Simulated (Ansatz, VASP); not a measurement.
# In in VASP and in Ansatz

Contents of INCAR:

```
SYSTEM = In
  PREC = Accurate
  ENCUT = 600
  EDIFF = 1E-6
  ISMEAR = 0
  SIGMA = 0.1
  LREAL = .False.
  LASPH = .True.
  NELM = 100
  ALGO = Normal
  ISIF = 3
  LWAVE = .False.
  LCHARG = .False.
  GGA = PE
  IBRION = 2
  NSW = 90
  EDIFFG = -0.04
```

Contents of KPOINTS:

```
Automatic mesh
0
Gamma
  6 4 4
  0 0 0
```

File POSCAR:

```
In
1.0
    3.0112868100      0.0000000000      0.0000000000
    0.0000000000      5.0641323900      0.0000000000
    0.0000000000      0.0000000000      6.1403399700
In
3
Direct
    0.0000000000      0.0000000000      0.2558544800
    0.0000000000      0.0000000000      0.7441455200
    0.0000000000      0.5000000000      0.0000000000
```

Input for Ansatz:

```yaml
crystal:
  lattice:
    - [3.01128681, 0.0, 0.0]
    - [0.0, 5.06413239, 0.0]
    - [0.0, 0.0, 6.14033997]
  atoms:
    - { symbol: In, position: [0.0, 0.0, 0.25585448] }
    - { symbol: In, position: [0.0, 0.0, 0.74414552] }
    - { symbol: In, position: [0.0, 0.5, 0.0] }
basis:
  ecutwfc: 420
kpoints:
  mp_grid: { grid: [6, 4, 4] }
hamiltonian:
  xc: pbe
scf:
  occupations: { method: gaussian, width: 0.1 }
  lower_state_search: "off"
output:
  forces: true
  stress: true
  eigenvalues: true
relax:
  adjacent_minimum: "off"
  f_tol: 0.04
  max_steps: 70
  cell: { stress_tol: 0.4 }
```

Alike in both runs: task relaxation of cell and atoms; functional PBE; k mesh 6 × 4 × 4; occupations gaussian, width 0.1 eV; no spin polarisation.

|  | VASP | Ansatz |
| --- | --- | --- |
| version | VASP 6.6.1 | Ansatz 0.2.0 |
| potentials or method | VASP PAW PBE potentials, release 64 (In_d), cutoff 600 eV | scalar-relativistic, plane waves, PAW |
| valence electrons in the cell | 39 | 39 |

```tsv
	VASP	Ansatz	Ansatz less VASP
gap on the k mesh at the Fermi level, each at its own relaxed structure (eV)	none	none	-
relaxed volume (Å³/atom)	33.96	34.04	+0.077
relaxed cell length with the largest relative difference (Å)	3.074	3.093	+0.0192
```

A gap of «none» marks a metal or a gap that the smearing closes.
